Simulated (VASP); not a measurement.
A run of VASP 6.6.1 is set up as follows.

INCAR

```
SYSTEM = Ni
ALGO = Normal ; EDIFF = 1E-6
ENCUT = 520 ; GGA = PE
ISIF = 2 ; ISMEAR = 0
ISPIN = 2 ; LASPH = .TRUE.
LCHARG = .TRUE. ; LELF = .TRUE.
LMAXMIX = 4 ; LORBIT = 11
LREAL = .FALSE. ; LVHAR = .TRUE.
LWAVE = .FALSE. ; MAGMOM = 1
NBANDS = 15 ; NELM = 150
PREC = Accurate ; SIGMA = 0.018000000000000002
```

File KPOINTS:

```
k-points
0
G
  13 13 13
  0 0 0
```

The input POSCAR:

```
Ni
1.0
    0.0000000000      1.7375729330      1.7375729330
    1.7375729330      0.0000000000      1.7375729330
    1.7375729330      1.7375729330      0.0000000000
Ni
1
Direct
    0.0000000000      0.0000000000      0.0000000000
```

Potentials or basis: VASP PAW PBE potentials, release 64 (Ni).

Command:

```bash
$ cat potpaw_PBE.64/Ni/POTCAR > POTCAR
$ mpirun -np 1 vasp_std > vasp.out
```

Predict the pressure.

7.7 GPa.

What does it give for the net moment?

0.62 μB per cell.

Estimate the site moments.

Ni +0.63 μB.
